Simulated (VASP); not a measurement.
A run of VASP 6.6.1 is set up as follows.

Contents of INCAR:

```
PREC     = Accurate       # precision mode
ENCUT    = 450            # plane-wave cutoff, eV
EDIFF    = 1E-7           # SCF threshold, eV
ISMEAR   = 0              # smearing method
SIGMA    = 0.1            # smearing width, eV
LREAL    = F              # projectors in reciprocal space
LASPH    = T              # aspherical terms in the spheres
NELM     = 120            # most SCF steps
ALGO     = Normal         # electronic algorithm
ISIF     = 2              # what is computed and relaxed
LWAVE    = F              # write WAVECAR
LCHARG   = F              # write CHGCAR
LDIPOL   = T            
IDIPOL   = 3            
DIPOL    = 0.5 0.5 0.500
IBRION   = 2              # ionic algorithm
NSW      = 60             # ionic steps
EDIFFG   = -0.04          # ionic threshold
GGA_COMPAT= F            
NELMIN   = 4            
NELMDL   = -8           
KPAR     = 4
```

KPOINTS

```
Automatic mesh
0
Gamma
  9 9 1
```

Contents of POSCAR:

```
In
1.0
    3.2523000000      0.0000000000      0.0000000000
   -1.6261500000      2.9605392100      0.0000000000
    0.0000000000      0.0000000000     27.8710300479
In
5
Selective dynamics
Direct
    0.3017029600      0.6034059200      0.3049761701  F F F
    0.6034059200      0.2068118400      0.4024880902  F F F
    0.9051088800      0.8102177600      0.5000000000  T T T
    0.2068118400      0.4136236800      0.5975119098  T T T
    0.5085148000      0.0170296000      0.6950238299  T T T
```

Potentials or basis: VASP PAW LDA potentials, release 64 (In_d).

Command:

```console
$ cat potpaw_LDA.64/In_d/POTCAR > POTCAR
$ mpirun -np 4 vasp_std > vasp.out
```

Task: Estimate the energy gained by relaxing.

Result: 8.7 meV/atom.

Task: What does it give for the band gap on the k mesh?

Result: Zero (an odd number of electrons rules out a gap without spin polarisation).

Step by step:
```tsv
step	energy change (eV)	largest force on free atoms (eV/Å)	pressure (GPa)
1	0.0000	0.1358	-1.59
2	-0.0010	0.1323	-1.58
3	-0.0040	0.1208	-1.55
4	-0.0095	0.0947	-1.51
5	-0.0179	0.1275	-1.41
6	-0.0208	0.2198	-1.14
7	-0.0223	0.1795	-1.21
8	-0.0250	0.1522	-1.18
9	-0.0312	0.1396	-1.13
10	-0.0339	0.2384	-1.00
11	-0.0345	0.2074	-1.05
12	-0.0393	0.1428	-1.01
13	-0.0435	0.0159	-0.92
```

Caveat: spin-orbit coupling is left out, which moves the levels of the heavy elements.
